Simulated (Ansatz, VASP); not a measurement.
# One calculation of Cl, two programs

File INCAR:

```
SYSTEM = Cl
ALGO = Normal ; EDIFF = 1E-7
EDIFFG = -0.005 ; ENCUT = 520
GGA = PE ; IBRION = 2
ISIF = 2 ; ISMEAR = 0
LASPH = .TRUE. ; LCHARG = .FALSE.
LREAL = .FALSE. ; LWAVE = .FALSE.
NELM = 60 ; NSW = 60
PREC = Accurate ; SIGMA = 0.01
```

KPOINTS

```
k-points
0
G
  1 1 1
  0 0 0
```

POSCAR

```
Cl
1.0
   13.0000000000      0.0000000000      0.0000000000
    0.0000000000     13.3000000000      0.0000000000
    0.0000000000      0.0000000000     13.6000000000
Cl
2
Direct
    0.4226923077      0.5000000000      0.5000000000
    0.5773076923      0.5000000000      0.5000000000
```

Input for Ansatz:

```yaml
crystal:
  lattice:
    - [13.0, 0.0, 0.0]
    - [0.0, 13.3, 0.0]
    - [0.0, 0.0, 13.6]
  atoms:
    - { symbol: Cl, position: [0.4226923077, 0.5, 0.5] }
    - { symbol: Cl, position: [0.5773076923, 0.5, 0.5] }
basis:
  ecutwfc: 420
kpoints:
  mp_grid: { grid: [1, 1, 1] }
hamiltonian:
  xc: pbe
scf:
  occupations: { method: gaussian, width: 0.01 }
output:
  forces: true
  stress: true
  eigenvalues: true
relax:
  adjacent_minimum: "off"
  f_tol: 0.005
  max_steps: 40
```

Alike in both runs: task relaxation of the atoms; functional PBE; k mesh 1 × 1 × 1; occupations gaussian, width 0.01 eV; no spin polarisation.

```csv
,VASP,Ansatz
version,VASP 6.6.1,Ansatz 0.2.0
potentials or method,"VASP PAW PBE potentials, release 64 (Cl), cutoff 520 eV","scalar-relativistic, plane waves, PAW"
valence electrons in the cell,14,14
```

Ansatz gave:

```
gap on the k mesh at the Fermi level, each at its own relaxed structure (eV) : 2.95
```

Estimate VASP's values.

gap on the k mesh at the Fermi level, each at its own relaxed structure (eV): 3.06.

Ansatz's warnings: stress scf threshold loose.
